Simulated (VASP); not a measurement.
# SiC (F-43m) in VASP: further runs

SiC is run at these levels: PBE; tasks: single point.

All numbers are computed with VASP 6.6.1; they aren't measurements. Logs are shortened: lines on timing, memory, paths and dates and some standing lists are left out, and cuts for length are marked.

## Step 1: The cell of the first run

Symmetry: F-43m, No. 216, cubic system. Conventional cell: a = 4.380 Å, b = 4.380 Å, c = 4.380 Å, α = 90.00°, β = 90.00°, γ = 90.00°. Si (site symmetry -43m) has 4 C at 1.90 Å within 2.5 Å. C (site symmetry -43m) has 4 Si at 1.90 Å within 2.5 Å.

## Step 2: Single point, PBE

The input, INCAR:

```
SYSTEM = SiC
PREC = Accurate
ENCUT = 600
EDIFF = 1E-6
ISMEAR = 0
SIGMA = 0.02
LREAL = .FALSE.
LASPH = .TRUE.
NELM = 120
ALGO = Normal
ISIF = 2
LWAVE = .FALSE.
LCHARG = .FALSE.
GGA = PE
NBANDS = 11
GGA_COMPAT = .FALSE.
```

The input, KPOINTS:

```
Automatic mesh
0
G
  10 10 10
  0 0 0
```

The input, POSCAR:

```
SiC
1.0
    0.0000000000      2.1898068966      2.1898068966
    2.1898068966      0.0000000000      2.1898068966
    2.1898068966      2.1898068966      0.0000000000
Si C
1 1
Direct
    0.0000000000      0.0000000000      0.0000000000
    0.2500000000      0.2500000000      0.2500000000
```

Potentials or basis: VASP PAW PBE potentials, release 64 (Si, C).

Run with:

```sh
> cat potpaw_PBE.64/Si/POTCAR potpaw_PBE.64/C/POTCAR > POTCAR
> mpirun -np 1 vasp_std > vasp.out
```

OUTCAR:

```text
SYSTEM = SiC
   PREC = Accurate
   ENCUT = 600
   EDIFF = 1E-6
   ISMEAR = 0
   LREAL = .FALSE.
   LASPH = .TRUE.
   NELM = 120
   ISIF = 2
   GGA = PE

 ion  position               nearest neighbor table
   1  0.000  0.000  0.000-   2 1.90   2 1.90   2 1.90   2 1.90
   2  0.250  0.250  0.250-   1 1.90   1 1.90   1 1.90   1 1.90

  LATTYP: Found a face centered cubic cell.
 ALAT       =     4.3796137932

  Lattice vectors:

 A1 = (   0.0000000000,   2.1898068966,   2.1898068966)
 A2 = (   2.1898068966,   0.0000000000,   2.1898068966)
 A3 = (   2.1898068966,   2.1898068966,   0.0000000000)

Analysis of symmetry for initial positions (statically):
=====================================================================
 Subroutine PRICEL returns:
 Original cell was already a primitive cell.

 Routine SETGRP: Setting up the symmetry group for a
 face centered cubic supercell.

 Subroutine GETGRP returns: Found 24 space group operations
 (whereof 24 operations were pure point group operations)
 out of a pool of 48 trial point group operations.

The static configuration has the point symmetry T_d .

Analysis of symmetry for dynamics (positions and initial velocities):
=====================================================================
 Subroutine PRICEL returns:
 Original cell was already a primitive cell.

 Routine SETGRP: Setting up the symmetry group for a
 face centered cubic supercell.

 Subroutine GETGRP returns: Found 24 space group operations
 (whereof 24 operations were pure point group operations)
 out of a pool of 48 trial point group operations.

The dynamic configuration has the point symmetry T_d .

 Subroutine INISYM returns: Found 24 space group operations
 (whereof 24 operations are pure point group operations),
 and found     1 'primitive' translations

----------------------------------------------------------------------------------------

                                     Primitive cell

  volume of cell :      21.0014

  direct lattice vectors                    reciprocal lattice vectors
     0.000000000  2.189806897  2.189806897    -0.228330635  0.228330635  0.228330635
     2.189806897  0.000000000  2.189806897     0.228330635 -0.228330635  0.228330635
     2.189806897  2.189806897  0.000000000     0.228330635  0.228330635 -0.228330635

  length of vectors
     3.096854612  3.096854612  3.096854612     0.395480261  0.395480261  0.395480261

  position of ions in fractional coordinates (direct lattice)
     0.000000000  0.000000000  0.000000000
     0.250000000  0.250000000  0.250000000

  ion indices of the primitive-cell ions
   primitive index   ion index
                 1           1
                 2           2

----------------------------------------------------------------------------------------

 KPOINTS: Automatic mesh

Automatic generation of k-mesh.
 Grid dimensions read from file:
 generate k-points for:   10   10   10

 Generating k-lattice:

  Cartesian coordinates                     Fractional coordinates (reciprocal lattice)
    -0.022833064  0.022833064  0.022833064     0.100000000  0.000000000  0.000000000
     0.022833064 -0.022833064  0.022833064     0.000000000  0.100000000  0.000000000
     0.022833064  0.022833064 -0.022833064     0.000000000  0.000000000  0.100000000

  Length of vectors
     0.039548026  0.039548026  0.039548026

  Shift w.r.t. Gamma in fractional coordinates (k-lattice)
     0.000000000  0.000000000  0.000000000

 Subroutine IBZKPT returns following result:
 ===========================================

 Found     47 irreducible k-points:

 Following reciprocal coordinates:
            Coordinates               Weight
  0.000000  0.000000  0.000000      1.000000
  0.100000  0.000000  0.000000      8.000000
  0.200000  0.000000  0.000000      8.000000
  0.300000  0.000000  0.000000      8.000000
  0.400000  0.000000  0.000000      8.000000
  0.500000  0.000000  0.000000      4.000000
[... 16 lines left out ...]
  0.300000  0.300000  0.000000      6.000000
  0.400000  0.300000  0.000000     24.000000
 [... further k-points ...]
   k-points           NKPTS =     47   k-points in BZ     NKDIM =     47   number of bands    NBANDS=     11
   number of dos      NEDOS =    301   number of ions     NIONS =      2
   total plane-waves  NPLWV =  21952
   dimension x,y,z NGX =    28 NGY =   28 NGZ =   28
   dimension x,y,z NGXF=    56 NGYF=   56 NGZF=   56
   ions per type =               1   1
   NGX,Y,Z   is equivalent  to a cutoff of  15.03, 15.03, 15.03 a.u.
   NGXF,Y,Z  is equivalent  to a cutoff of  30.06, 30.06, 30.06 a.u.
 SYSTEM =  SiC
   PREC   = accura    normal or accurate (medium, high low for compatibility)
   ISTART =      0    job   : 0-new  1-cont  2-samecut
   ICHARG =      2    charge: 1-file 2-atom 10-const
   ISPIN  =      1    spin polarized calculation?
   LNONCOLLINEAR =      F non collinear calculations
   LSORBIT =      F    spin-orbit coupling
   LASPH  =      T    aspherical Exc in radial PAW
   ENCUT  =  600.0 eV  44.10 Ry    6.64 a.u.   6.19  6.19  6.19*2*pi/ulx,y,z
   NELM   =    120;   NELMIN=  2; NELMDL= -5     # of ELM steps
   EDIFF  = 0.1E-05   stopping-criterion for ELM
   LREAL  =      F    real-space projection
   EDIFFG = 0.1E-04   stopping-criterion for IOM
   NSW    =      0    number of steps for IOM
   IBRION =     -1    ionic relax: 0-MD 1-quasi-New 2-CG
   NFREE  =      0    steps in history (QN), initial steepest desc. (CG)
   ISIF   =      2    stress and relaxation
   ISYM   =      2    0-nonsym 1-usesym 2-fastsym
   POTIM  = 0.5000    time-step for ionic-motion
   TEBEG  =    0.0;   TEEND  =   0.0 temperature during run
   PSTRESS=    0.0 pullay stress
   NELECT =       8.0000    total number of electrons
   NUPDOWN=      -1.0000    fix difference up-down
   EMIN   =  10.00;   EMAX   =-10.00  energy-range for DOS
   EFERMI =   0.00;   METHOD = LEGACY
   ISMEAR =     0;   SIGMA  =   0.02  broadening in eV -4-tet -1-fermi 0-gaus
   EFERMI_NEDOS =   21; number of points for ismear=-14 and -15
   IALGO  =     38    algorithm
   IMIX   =      4    mixing-type and parameters
     AMIX     =   0.40;   BMIX     =  1.00
     AMIX_MAG =   1.60;   BMIX_MAG =  1.00
  volume/ion in A,a.u.               =      10.50        70.86
  Fermi-wavevector in a.u.,A,eV,Ry     =   1.186740  2.242614 19.161798  1.408352
  Thomas-Fermi vector in A             =   2.322907
   LORBIT       =      0    0 simple, 1 ext, 2 COOP (PROOUT), +10 PAW based schemes
   GGA     = PE    functional components
   LHFCALC =     F    Hartree Fock is set to
   AEXX    =    0.0000 exact exchange contribution
   IVDW    =     0    specifies the selected vdW correction
   LEPSILON=     F    determine dielectric tensor
   LRPA    =     F    only Hartree local field effects (RPA)
 non-spin polarized calculation
 Gauss-broadening in eV      SIGMA  =   0.02
  energy-cutoff  :      600.00
  volume of cell :       21.00
 maximum number of plane-waves:       725
 NGX is ok and might be reduce to    28
   NGX = 13   NGY = 13   NGZ = 13

 number of electron       8.0000000 magnetization

 Free energy of the ion-electron system (eV)
  ---------------------------------------------------
  ext. energy  EPLUGINS =         0.00000000
  ---------------------------------------------------
  free energy    TOTEN  =       -15.06218995 eV

  energy without entropy =      -15.06218995  energy(sigma->0) =      -15.06218995

 E-fermi :   8.0357     XC(G=0): -11.2915

 val. band max:        7.9405475945   @ k =   0.0000   0.0000   0.0000
 cond. band min:       9.3115160897   @ k =   0.5000   0.5000   0.0000
 fundamental gap:      1.3709684952
 Fermi energy:         8.0357017096

 k-point     1 :       0.0000    0.0000    0.0000
  band No.  band energies     occupation
      1      -7.3466      2.00000
      2       7.9405      2.00000
      3       7.9405      2.00000
      4       7.9405      2.00000
      5      14.0002      0.00000
      6      15.1462      0.00000
      7      15.1462      0.00000
      8      15.1462      0.00000
      9      22.3615      0.00000
     10      22.3615      0.00000
     11      24.1922      0.00000

 k-point     2 :       0.1000    0.0000    0.0000
  band No.  band energies     occupation
      1      -7.1535      2.00000
      2       6.9340      2.00000
      3       7.8073      2.00000
      4       7.8073      2.00000
      5      14.2831      0.00000
      6      15.3873      0.00000
      7      15.3873      0.00000
      8      15.4011      0.00000
      9      21.4275      0.00000
     10      21.4275      0.00000
     11      24.0925      0.00000

 k-point     3 :       0.2000    0.0000    0.0000
  band No.  band energies     occupation
      1      -6.5830      2.00000
      2       4.8287      2.00000
      3       7.5016      2.00000
      4       7.5016      2.00000
      5      14.0132      0.00000
      6      15.7498      0.00000
      7      15.7498      0.00000
      8      16.5860      0.00000
      9      20.7674      0.00000
     10      20.7674      0.00000
     11      23.2162      0.00000

 k-point     4 :       0.3000    0.0000    0.0000
  band No.  band energies     occupation
      1      -5.6712      2.00000
      2       2.5386      2.00000
      3       7.1867      2.00000
      4       7.1867      2.00000
      5      13.6049      0.00000
      6      15.6317      0.00000
      7      15.6317      0.00000
      8      17.5776      0.00000
      9      21.5637      0.00000
     10      21.5637      0.00000
     11      22.9292      0.00000
[... 239 lines left out ...]
 k-point    22 :      -0.2000    0.2000    0.0000
  band No.  band energies     occupation
      1      -5.3650      2.00000
      2       3.1633      2.00000
      3       4.7526      2.00000
      4       7.2935      2.00000
      5      14.4269      0.00000
      6      15.8215      0.00000
      7      16.2226      0.00000
      8      16.9776      0.00000
      9      19.4087      0.00000
     10      23.2159      0.00000
     11      26.9271      0.00000

 k-point    23 :       0.3000    0.3000    0.0000
  band No.  band energies     occupation
      1      -5.1018      2.00000
      2       3.5867      2.00000
      3       5.5996      2.00000
      4       5.5996      2.00000
      5      11.0852      0.00000
      6      13.4971      0.00000
      7      19.3298      0.00000
      8      19.3298      0.00000
      9      20.1809      0.00000
     10      24.9181      0.00000
     11      29.4734      0.00000

 k-point    24 :       0.4000    0.3000    0.0000
  band No.  band energies     occupation
      1      -4.2448      2.00000
      2       2.3772      2.00000
      3       4.8193      2.00000
      4       5.3394      2.00000
      5      10.7995      0.00000
      6      13.5040      0.00000
      7      19.4038      0.00000
      8      19.7324      0.00000
      9      21.5348      0.00000
     10      25.8818      0.00000
     11      28.9692      0.00000

 [... further k-points ...]

------------------------ aborting loop because EDIFF is reached ----------------------------------------

  FORCE on cell =-STRESS in cart. coord.  units (eV):
  Direction    XX          YY          ZZ          XY          YZ          ZX
  --------------------------------------------------------------------------------------
  -------------------------------------------------------------------------------------
  Total       -0.0217912     -0.0217912     -0.0217912      0.0000000      0.0000000      0.0000000
  in kB       -1.6624355     -1.6624355     -1.6624355      0.0000000      0.0000000      0.0000000
  external PRESSURE =      -1.6624355 kB  Pullay stress =       0.0000000 kB

 VOLUME and BASIS-vectors are now :
 -----------------------------------------------------------------------------
  energy-cutoff  :      600.00
  volume of cell :       21.00
      direct lattice vectors                 reciprocal lattice vectors
     0.000000000  2.189806897  2.189806897    -0.228330635  0.228330635  0.228330635
     2.189806897  0.000000000  2.189806897     0.228330635 -0.228330635  0.228330635
     2.189806897  2.189806897  0.000000000     0.228330635  0.228330635 -0.228330635

 POSITION                                       TOTAL-FORCE (eV/Angst)
 -----------------------------------------------------------------------------------
      0.00000      0.00000      0.00000         0.000000      0.000000      0.000000
      1.09490      1.09490      1.09490        -0.000000     -0.000000     -0.000000
 -----------------------------------------------------------------------------------
    total drift:                               -0.000000     -0.000000     -0.000000

  FREE ENERGIE OF THE ION-ELECTRON SYSTEM (eV)
  ---------------------------------------------------
  free  energy   TOTEN  =       -15.0621899506 eV

  energy  without entropy=      -15.0621899506  energy(sigma->0) =      -15.06218995
```

Wall time 12 s (1 thread of Intel Xeon Platinum 8259CL at 2.50GHz (Skylake/Cascade Lake), shared host); peak memory 0.15 GiB.

What came out:

```yaml
Free_energy: -15.0622 eV
Pressure: -0.2 GPa
Band_gap_on_the_k_mesh: 1.37 eV (least direct gap 4.53 eV)
```

## Step 3: Single point, PBE

The input, INCAR:

```
  PREC = Accurate
  ENCUT = 600
  EDIFF = 1E-6
  ISMEAR = 0
  SIGMA = 0.02
  LREAL = F
  LASPH = T
  NELM = 120
  ALGO = Normal
  ISIF = 2
  LWAVE = F
  LCHARG = F
  GGA = PE
  NBANDS = 11
  GGA_COMPAT = F
```

The input, KPOINTS:

```
regular mesh
0
Gamma
  10 10 10
```

POSCAR is that of step 2.

Potentials or basis: VASP PAW PBE potentials, release 64 (Si, C).

Run with:

```sh
> cat potpaw_PBE.64/Si/POTCAR potpaw_PBE.64/C/POTCAR > POTCAR
> mpirun -np 1 vasp_std > vasp.out
```

Wall time 12 s (1 thread of Intel Xeon Platinum 8259CL at 2.50GHz (Skylake/Cascade Lake), shared host); peak memory 0.15 GiB.

Results (log left out):

| Item | Value |
| --- | --- |
| Free energy | -15.0622 eV |
| Pressure | -0.2 GPa |
| Band gap on the k mesh | 1.37 eV (least direct gap 4.53 eV) |

Levels at points of the mesh, in eV from the valence-band top:
```csv
k point,band 1,band 2,band 3,band 4,band 5,band 6,band 7,band 8
"(0.00, 0.00, 0.00)",-15.29,0.00,0.00,0.00,6.06,7.21,7.21,7.21
"(0.50, 0.00, 0.00)",-11.78,-8.45,-1.05,-1.05,5.30,7.17,7.17,9.97
"(0.50, 0.50, 0.00)",-10.34,-7.75,-3.16,-3.16,1.37,4.27,13.86,13.86
```

A k mesh can miss the band edges.
